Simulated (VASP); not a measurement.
# BaS in VASP: further runs

The runs below take BaS through single point, with r2SCAN.

Program: VASP 6.6.1. These are calculated values, not measurements. Logs are shortened: lines on timing, memory, paths and dates and some standing lists are left out, and cuts for length are marked.

## Step 1: The cell of the first run

The structure is tetragonal, space group I4/mmm (No. 139). Conventional cell: a = 4.588 Å, b = 4.588 Å, c = 6.403 Å, α = 90.00°, β = 90.00°, γ = 90.00°. Within 4.2 Å of Ba (site symmetry 4/mmm) lie 6 S at 3.20 to 3.24 Å. S (site symmetry 4/mmm) has 6 Ba at 3.20 to 3.24 Å within 4.2 Å.

## Step 2: Single point, r2SCAN (epitaxial xy strain +1.0%)

POSCAR reads:

```
BaS
1.0
    0.0000000000      3.2439138319      3.2013869989
    3.2439138319      0.0000000000      3.2013869989
    3.2439138319      3.2439138319      0.0000000000
Ba S
1 1
Direct
    0.0000000000      0.0000000000      0.0000000000
    0.5000000000      0.5000000000      0.5000000000
```

INCAR.step1 reads:

```
PREC = Accurate
ENCUT = 520
ISMEAR = 0
SIGMA = 0.01
LREAL = F
LASPH = T
NELM = 80
NBANDS = 15
GGA = PE
ALGO = Normal
EDIFF = 1E-4
LWAVE = T
LCHARG = F
```

INCAR.step2 reads:

```
PREC = Accurate
ENCUT = 520
EDIFF = 1E-6
ISMEAR = 0
SIGMA = 0.01
LREAL = F
LASPH = T
NELM = 80
ALGO = Normal
ISIF = 2
LWAVE = F
LCHARG = F
METAGGA = R2SCAN
LMIXTAU = T
NBANDS = 15
ISTART = 1
```

KPOINTS reads:

```
Automatic mesh
0
Gamma
  8 8 8
```

Potentials or basis: VASP PAW PBE potentials, release 64 (Ba_sv, S).

Command:

```sh
$ cat potpaw_PBE.64/Ba_sv/POTCAR potpaw_PBE.64/S/POTCAR > POTCAR
$ cp INCAR.step1 INCAR
$ mpirun -np 1 vasp_std > vasp.out
$ cp INCAR.step2 INCAR
$ mpirun -np 1 vasp_std > vasp.out
```

OUTCAR:

```text
PREC = Accurate
   ENCUT = 520
   EDIFF = 1E-6
   ISMEAR = 0
   LREAL = F
   LASPH = T
   NELM = 80
   ISIF = 2
   METAGGA = R2SCAN
   ISTART = 1

 ion  position               nearest neighbor table
   1  0.000  0.000  0.000-   2 3.20   2 3.20   2 3.24   2 3.24   2 3.24   2 3.24
   2  0.500  0.500  0.500-   1 3.20   1 3.20   1 3.24   1 3.24   1 3.24   1 3.24

  LATTYP: Found a body centered tetragonal cell.
 ALAT       =     4.5875869362
 C/A-ratio  =     1.3956736051

  Lattice vectors:

 A1 = (   0.0000000000,  -3.2439138319,  -3.2013869989)
 A2 = (   0.0000000000,   3.2439138319,  -3.2013869989)
 A3 = (   3.2439138319,   0.0000000000,   3.2013869989)

Analysis of symmetry for initial positions (statically):
=====================================================================
 Subroutine PRICEL returns:
 Original cell was already a primitive cell.

 Routine SETGRP: Setting up the symmetry group for a
 body centered tetragonal supercell.

 Subroutine GETGRP returns: Found 16 space group operations
 (whereof 16 operations were pure point group operations)
 out of a pool of 16 trial point group operations.

The static configuration has the point symmetry D_4h.

Analysis of symmetry for dynamics (positions and initial velocities):
=====================================================================
 Subroutine PRICEL returns:
 Original cell was already a primitive cell.

 Routine SETGRP: Setting up the symmetry group for a
 body centered tetragonal supercell.

 Subroutine GETGRP returns: Found 16 space group operations
 (whereof 16 operations were pure point group operations)
 out of a pool of 16 trial point group operations.

The dynamic configuration has the point symmetry D_4h.

 Subroutine INISYM returns: Found 16 space group operations
 (whereof 16 operations are pure point group operations),
 and found     1 'primitive' translations

----------------------------------------------------------------------------------------

                                     Primitive cell

  volume of cell :      67.3762

  direct lattice vectors                    reciprocal lattice vectors
     0.000000000  3.243913832  3.201386999    -0.154134797  0.154134797  0.156182305
     3.243913832  0.000000000  3.201386999     0.154134797 -0.154134797  0.156182305
     3.243913832  3.243913832  0.000000000     0.154134797  0.154134797 -0.156182305

  length of vectors
     4.557615129  4.557615129  4.587586936     0.268156640  0.268156640  0.268156640

  position of ions in fractional coordinates (direct lattice)
     0.000000000  0.000000000  0.000000000
     0.500000000  0.500000000  0.500000000

  ion indices of the primitive-cell ions
   primitive index   ion index
                 1           1
                 2           2

----------------------------------------------------------------------------------------

 KPOINTS: Automatic mesh

Automatic generation of k-mesh.
 Grid dimensions read from file:
 generate k-points for:    8    8    8

 Generating k-lattice:

  Cartesian coordinates                     Fractional coordinates (reciprocal lattice)
    -0.019266850  0.019266850  0.019522788     0.125000000 -0.000000000  0.000000000
     0.019266850 -0.019266850  0.019522788    -0.000000000  0.125000000  0.000000000
     0.019266850  0.019266850 -0.019522788     0.000000000  0.000000000  0.125000000

  Length of vectors
     0.033519580  0.033519580  0.033519580

  Shift w.r.t. Gamma in fractional coordinates (k-lattice)
     0.000000000  0.000000000  0.000000000

 Subroutine IBZKPT returns following result:
 ===========================================

 Found     59 irreducible k-points:

 Following reciprocal coordinates:
            Coordinates               Weight
  0.000000  0.000000  0.000000      1.000000
  0.125000 -0.000000  0.000000      8.000000
  0.250000 -0.000000  0.000000      8.000000
  0.375000 -0.000000  0.000000      8.000000
  0.500000 -0.000000  0.000000      4.000000
  0.125000  0.125000  0.000000      2.000000
[... 16 lines left out ...]
  0.250000 -0.000000  0.125000     16.000000
  0.375000 -0.000000  0.125000     16.000000
 [... further k-points ...]
   k-points           NKPTS =     59   k-points in BZ     NKDIM =     59   number of bands    NBANDS=     15
   number of dos      NEDOS =    301   number of ions     NIONS =      2
   total plane-waves  NPLWV =  46656
   dimension x,y,z NGX =    36 NGY =   36 NGZ =   36
   dimension x,y,z NGXF=    72 NGYF=   72 NGZF=   72
   ions per type =               1   1
   NGX,Y,Z   is equivalent  to a cutoff of  13.13, 13.13, 13.05 a.u.
   NGXF,Y,Z  is equivalent  to a cutoff of  26.26, 26.26, 26.09 a.u.
 SYSTEM =  unknown system
   PREC   = accura    normal or accurate (medium, high low for compatibility)
   ISTART =      1    job   : 0-new  1-cont  2-samecut
   ICHARG =      0    charge: 1-file 2-atom 10-const
   ISPIN  =      1    spin polarized calculation?
   LNONCOLLINEAR =      F non collinear calculations
   LSORBIT =      F    spin-orbit coupling
   LASPH  =      T    aspherical Exc in radial PAW
   ENCUT  =  520.0 eV  38.22 Ry    6.18 a.u.   8.47  8.47  8.53*2*pi/ulx,y,z
   NELM   =     80;   NELMIN=  2; NELMDL=  0     # of ELM steps
   EDIFF  = 0.1E-05   stopping-criterion for ELM
   LREAL  =      F    real-space projection
   EDIFFG = 0.1E-04   stopping-criterion for IOM
   NSW    =      0    number of steps for IOM
   IBRION =     -1    ionic relax: 0-MD 1-quasi-New 2-CG
   NFREE  =      0    steps in history (QN), initial steepest desc. (CG)
   ISIF   =      2    stress and relaxation
   ISYM   =      2    0-nonsym 1-usesym 2-fastsym
   POTIM  = 0.5000    time-step for ionic-motion
   TEBEG  =    0.0;   TEEND  =   0.0 temperature during run
   PSTRESS=    0.0 pullay stress
   NELECT =      16.0000    total number of electrons
   NUPDOWN=      -1.0000    fix difference up-down
   EMIN   =  10.00;   EMAX   =-10.00  energy-range for DOS
   EFERMI =   0.00;   METHOD = LEGACY
   ISMEAR =     0;   SIGMA  =   0.01  broadening in eV -4-tet -1-fermi 0-gaus
   EFERMI_NEDOS =   21; number of points for ismear=-14 and -15
   IALGO  =     38    algorithm
   IMIX   =      4    mixing-type and parameters
     AMIX     =   0.40;   BMIX     =  1.00
     AMIX_MAG =   1.60;   BMIX_MAG =  1.00
  volume/ion in A,a.u.               =      33.69       227.34
  Fermi-wavevector in a.u.,A,eV,Ry     =   1.013785  1.915776 13.983526  1.027760
  Thomas-Fermi vector in A             =   2.146974
   LORBIT       =      0    0 simple, 1 ext, 2 COOP (PROOUT), +10 PAW based schemes
   METAGGA = R2SCAN    functional components
   LHFCALC =     F    Hartree Fock is set to
   AEXX    =    0.0000 exact exchange contribution
   IVDW    =     0    specifies the selected vdW correction
   LEPSILON=     F    determine dielectric tensor
   LRPA    =     F    only Hartree local field effects (RPA)
 non-spin polarized calculation
 Gauss-broadening in eV      SIGMA  =   0.01
  energy-cutoff  :      520.00
  volume of cell :       67.38
 maximum number of plane-waves:      1834
 NGX is ok and might be reduce to    36
   NGX = 17   NGY = 17   NGZ = 17

 number of electron      16.0000001 magnetization

 Free energy of the ion-electron system (eV)
  ---------------------------------------------------
  ext. energy  EPLUGINS =         0.00000000
  ---------------------------------------------------
  free energy    TOTEN  =       -39.20492063 eV

  energy without entropy =      -39.20492063  energy(sigma->0) =      -39.20492063

 E-fermi :   1.2295     XC(G=0):  -8.9318

 val. band max:        1.0762163028   @ k =   0.0000   0.0000   0.0000
 cond. band min:       3.5568487271   @ k =   0.5000   0.5000   0.0000
 fundamental gap:      2.4806324243
 Fermi energy:         1.2295424333

 k-point     1 :       0.0000    0.0000    0.0000
  band No.  band energies     occupation
      1     -25.8731      2.00000
      2     -10.5106      2.00000
      3     -10.5106      2.00000
      4     -10.5086      2.00000
      5      -9.6981      2.00000
      6       1.0351      2.00000
      7       1.0351      2.00000
      8       1.0762      2.00000
      9       5.0886      0.00000
     10       5.3197      0.00000
     11       5.3197      0.00000
     12       5.4085      0.00000
     13       6.3142      0.00000
     14       6.4013      0.00000
     15      10.1779      0.00000

 k-point     2 :       0.1250   -0.0000    0.0000
  band No.  band energies     occupation
      1     -25.8673      2.00000
      2     -10.7899      2.00000
      3     -10.5163      2.00000
      4     -10.5133      2.00000
      5      -9.4032      2.00000
      6       0.6716      2.00000
      7       0.8472      2.00000
      8       0.8686      2.00000
      9       5.3353      0.00000
     10       5.5564      0.00000
     11       5.6074      0.00000
     12       5.6665      0.00000
     13       6.7454      0.00000
     14       6.8471      0.00000
     15      10.8027      0.00000

 k-point     3 :       0.2500   -0.0000    0.0000
  band No.  band energies     occupation
      1     -25.8533      2.00000
      2     -11.1967      2.00000
      3     -10.5300      2.00000
      4     -10.5227      2.00000
      5      -8.9586      2.00000
      6      -0.0313      2.00000
      7       0.4655      2.00000
      8       0.4721      2.00000
      9       5.5533      0.00000
     10       6.2182      0.00000
     11       6.2470      0.00000
     12       6.8130      0.00000
     13       7.8448      0.00000
     14       7.9769      0.00000
     15      12.0190      0.00000

 k-point     4 :       0.3750   -0.0000    0.0000
  band No.  band energies     occupation
      1     -25.8392      2.00000
      2     -11.4848      2.00000
      3     -10.5434      2.00000
      4     -10.5321      2.00000
      5      -8.6298      2.00000
      6      -0.5900      2.00000
      7       0.1455      2.00000
      8       0.1501      2.00000
      9       6.1414      0.00000
     10       7.1588      0.00000
     11       7.1632      0.00000
     12       7.5501      0.00000
     13       9.2196      0.00000
     14       9.3754      0.00000
     15      11.7318      0.00000
[... 307 lines left out ...]
 k-point    22 :       0.1250    0.0000    0.1250
  band No.  band energies     occupation
      1     -25.8655      2.00000
      2     -10.7947      2.00000
      3     -10.5343      2.00000
      4     -10.5342      2.00000
      5      -9.3759      2.00000
      6       0.3808      2.00000
      7       0.9636      2.00000
      8       1.0051      2.00000
      9       4.9365      0.00000
     10       5.5757      0.00000
     11       5.8469      0.00000
     12       5.9312      0.00000
     13       6.5154      0.00000
     14       7.3833      0.00000
     15      10.9725      0.00000

 k-point    23 :       0.2500   -0.0000    0.1250
  band No.  band energies     occupation
      1     -25.8545      2.00000
      2     -11.0727      2.00000
      3     -10.5560      2.00000
      4     -10.5453      2.00000
      5      -9.0930      2.00000
      6      -0.0532      2.00000
      7       0.6924      2.00000
      8       0.7753      2.00000
      9       4.8659      0.00000
     10       6.2243      0.00000
     11       6.4934      0.00000
     12       6.5674      0.00000
     13       7.0758      0.00000
     14       8.5421      0.00000
     15      12.0568      0.00000

 k-point    24 :       0.3750   -0.0000    0.1250
  band No.  band energies     occupation
      1     -25.8405      2.00000
      2     -11.3528      2.00000
      3     -10.5686      2.00000
      4     -10.5631      2.00000
      5      -8.8058      2.00000
      6      -0.3873      2.00000
      7       0.2730      2.00000
      8       0.4174      2.00000
      9       5.2916      0.00000
     10       7.1885      0.00000
     11       7.3077      0.00000
     12       7.4283      0.00000
     13       8.2303      0.00000
     14       9.5254      0.00000
     15      11.6442      0.00000

 [... further k-points ...]

------------------------ aborting loop because EDIFF is reached ----------------------------------------

  FORCE on cell =-STRESS in cart. coord.  units (eV):
  Direction    XX          YY          ZZ          XY          YZ          ZX
  --------------------------------------------------------------------------------------
  -------------------------------------------------------------------------------------
  Total       -0.2142889     -0.2142889      0.2468745      0.0000000      0.0000000      0.0000000
  in kB       -5.0956964     -5.0956964      5.8705661      0.0000000      0.0000000      0.0000000
  external PRESSURE =      -1.4402756 kB  Pullay stress =       0.0000000 kB

 VOLUME and BASIS-vectors are now :
 -----------------------------------------------------------------------------
  energy-cutoff  :      520.00
  volume of cell :       67.38
      direct lattice vectors                 reciprocal lattice vectors
     0.000000000  3.243913832  3.201386999    -0.154134797  0.154134797  0.156182305
     3.243913832  0.000000000  3.201386999     0.154134797 -0.154134797  0.156182305
     3.243913832  3.243913832  0.000000000     0.154134797  0.154134797 -0.156182305

 POSITION                                       TOTAL-FORCE (eV/Angst)
 -----------------------------------------------------------------------------------
      0.00000      0.00000      0.00000         0.000000     -0.000000     -0.000000
      3.24391      3.24391      3.20139        -0.000000      0.000000      0.000000
 -----------------------------------------------------------------------------------
    total drift:                                0.000000      0.000000      0.000000

  FREE ENERGIE OF THE ION-ELECTRON SYSTEM (eV)
  ---------------------------------------------------
  free  energy   TOTEN  =       -39.2049206252 eV

  energy  without entropy=      -39.2049206252  energy(sigma->0) =      -39.20492063
```

Wall time 4.3 min (1 thread of Intel Xeon 8259CL, shared host); peak memory 0.25 GiB.

What came out:

```yaml
Free_energy: -39.2049 eV
Pressure: -0.1 GPa
Band_gap_on_the_k_mesh: 2.48 eV (least direct gap 2.64 eV)
```

Stress tensor (GPa, compression positive):
```
-0.51  0.00  0.00
 0.00 -0.51  0.00
 0.00  0.00  0.59
```

Caveat: the cell differs from its parent crystal (epitaxial xy strain +1.0%); the PAW data sets were made with another functional, which shifts forces and pressure a little; spin-orbit coupling is left out, which moves the levels of the heavy elements. A k mesh can miss the band edges.

## Step 3: Single point, r2SCAN (shear xy strain -0.5%)

POSCAR reads:

```
BaS
1.0
   -0.0080294897      3.2117958731      3.2117958731
    3.2117958731     -0.0080294897      3.2117958731
    3.2037663835      3.2037663835      0.0000000000
Ba S
1 1
Direct
    0.0000000000      0.0000000000      0.0000000000
    0.5000000000      0.5000000000      0.5000000000
```

INCAR.step1 reads:

```
ALGO = Normal ; EDIFF = 1E-4
ENCUT = 520 ; GGA = PE
ISMEAR = 0 ; LASPH = T
LCHARG = F ; LREAL = F
LWAVE = T ; NBANDS = 15
NELM = 60 ; PREC = Accurate
SIGMA = 0.01
```

INCAR.step2 reads:

```
ALGO = Normal ; EDIFF = 1E-7
ENCUT = 520 ; ISIF = 2
ISMEAR = 0 ; ISTART = 1
LASPH = T ; LCHARG = F
LMIXTAU = T ; LREAL = F
LWAVE = F ; METAGGA = R2SCAN
NBANDS = 15 ; NELM = 60
PREC = Accurate ; SIGMA = 0.01
```

KPOINTS reads:

```
k-points
0
Gamma
  8 8 8
```

Potentials or basis: VASP PAW PBE potentials, release 64 (Ba_sv, S).

Command:

```sh
$ cat potpaw_PBE.64/Ba_sv/POTCAR potpaw_PBE.64/S/POTCAR > POTCAR
$ cp INCAR.step1 INCAR
$ mpirun -np 1 vasp_std > vasp.out
$ cp INCAR.step2 INCAR
$ mpirun -np 1 vasp_std > vasp.out
```

Run time: 7.1 min. Hardware: 1 thread of Intel Xeon 8259CL, shared host; peak memory 0.28 GiB.

Results (log left out):

```yaml
Free_energy: -39.2053 eV
Pressure: 0.6 GPa
Band_gap_on_the_k_mesh: 2.48 eV (least direct gap 2.63 eV)
```

Stress tensor (GPa, compression positive):
```
0.59 0.10 0.00
0.10 0.59 0.00
0.00 0.00 0.59
```

Levels at points of the mesh, in eV from the valence-band top:
| k point | band 5 | band 6 | band 7 | band 8 | band 9 | band 10 | band 11 | band 12 |
| --- | --- | --- | --- | --- | --- | --- | --- | --- |
| (0.00, 0.00, 0.00) | -10.78 | -0.01 | -0.01 | 0.00 | 4.13 | 4.28 | 4.30 | 4.32 |
| (0.50, 0.00, 0.00) | -9.51 | -1.89 | -1.06 | -1.04 | 5.96 | 6.08 | 6.76 | 6.79 |
| (0.50, 0.50, 0.00) | -10.69 | -0.55 | -0.16 | -0.14 | 2.48 | 6.47 | 6.61 | 7.94 |
| (0.00, 0.00, 0.50) | -9.52 | -1.89 | -1.07 | -1.06 | 5.97 | 6.08 | 6.77 | 6.81 |
| (0.50, 0.00, 0.50) | -10.69 | -0.55 | -0.15 | -0.15 | 2.48 | 6.47 | 6.61 | 7.95 |

Caveat: the cell differs from its parent crystal (shear xy strain -0.5%); the PAW data sets were made with another functional, which shifts forces and pressure a little; spin-orbit coupling is left out, which moves the levels of the heavy elements.
